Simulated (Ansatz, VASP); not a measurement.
**CoH: VASP beside Ansatz**

The input POSCAR:

```
CoH
1.0
    0.0000000000      1.8429617100      1.8429617100
    1.8429617100      0.0000000000      1.8429617100
    1.8429617100      1.8429617100      0.0000000000
Co H
1 1
Direct
    0.0300000000      0.0300000000     -0.0300000000
    0.4700000000      0.4700000000      0.5300000000
```

Contents of INCAR.step1:

```
PREC = Accurate ; ENCUT = 520
ISMEAR = -1 ; SIGMA = 0.05
LREAL = False ; LASPH = True
NELM = 150 ; ISPIN = 2
MAGMOM = 2 0 ; LMAXMIX = 4
NBANDS = 16 ; GGA = PE
ALGO = Normal ; EDIFF = 1E-4
LWAVE = True ; LCHARG = False
```

File INCAR.step2:

```
PREC = Accurate ; ENCUT = 520
EDIFF = 1E-8 ; ISMEAR = -1
SIGMA = 0.05 ; LREAL = False
LASPH = True ; NELM = 150
ALGO = Normal ; ISIF = 2
LWAVE = False ; LCHARG = False
ISPIN = 2 ; MAGMOM = 2 0
LORBIT = 11 ; LMAXMIX = 4
METAGGA = R2SCAN ; LMIXTAU = True
LEFG = True ; NBANDS = 16
ISTART = 1
```

File KPOINTS:

```
Automatic mesh
0
Gamma
  13 13 13
```

Input for Ansatz:

```yaml
crystal:
  lattice:
    - [0.0, 1.84296171, 1.84296171]
    - [1.84296171, 0.0, 1.84296171]
    - [1.84296171, 1.84296171, 0.0]
  atoms:
    - { symbol: Co, position: [0.03, 0.03, -0.03], spin: 2.0 }
    - { symbol: H, position: [0.47, 0.47, 0.53] }
magnetization:
  spin_polarized: true
kpoints:
  mp_grid: { grid: [13, 13, 13] }
scf:
  occupations: { method: fermi_dirac, width: 0.05 }
hamiltonian:
  xc: r2scan
  pseudopotentials: { kind: paw }
output:
  forces: true
  stress: true
  eigenvalues: true
  efg: { contact_densities: true }
  populations: true
```

Change from the starting cell: shortest bond scaled by 1.12, PAW files.

Alike in both runs: task electric field gradients; functional r2SCAN; k mesh 13 × 13 × 13; occupations fermi-dirac, width 0.05 eV; collinear spin.

|  | VASP | Ansatz |
| --- | --- | --- |
| version | VASP 6.6.1 | Ansatz 0.2.0 |
| potentials or method | VASP PAW PBE potentials, release 64 (Co, H) | PAW with Ansatz's default frozen-core files, scalar-relativistic |
| plane-wave cutoff (eV) | 520 | 500 |
| valence electrons in the cell | 10 | 18 |

|  | VASP | Ansatz | Ansatz less VASP |
| --- | --- | --- | --- |
| pressure (GPa) | 3.1 | 2.9 | -0.22 |
| traceless stress, the component that is largest in VASP (GPa) | 6.17 | 5.80 | -0.367 |
| rms of the force components (eV/Å) | 0.352 | 0.342 | -0.0097 |
| net moment per atom (μB) | 0.71 | 0.71 | +0.004 |
| size of the moment on the site where the two differ most (μB) | 1.49 | 1.38 | -0.106 |
| size of Vzz on the site where it differs most (V/Å²) | 13.2 | 8.2 | -4.98 |

VASP's potentials were made for PBE, not for r2SCAN. Site moments also hang on the region over which each program counts them. Atom by atom the forces differ by 0.010 eV/Å (rms over components). The functional is the same, so the differences come from potentials, cutoffs and numerics. VASP's potentials hold 10 valence electrons a cell and Ansatz's 18, so a difference there can come from the potentials and not from the codes. Ansatz's warnings: stability check not made.
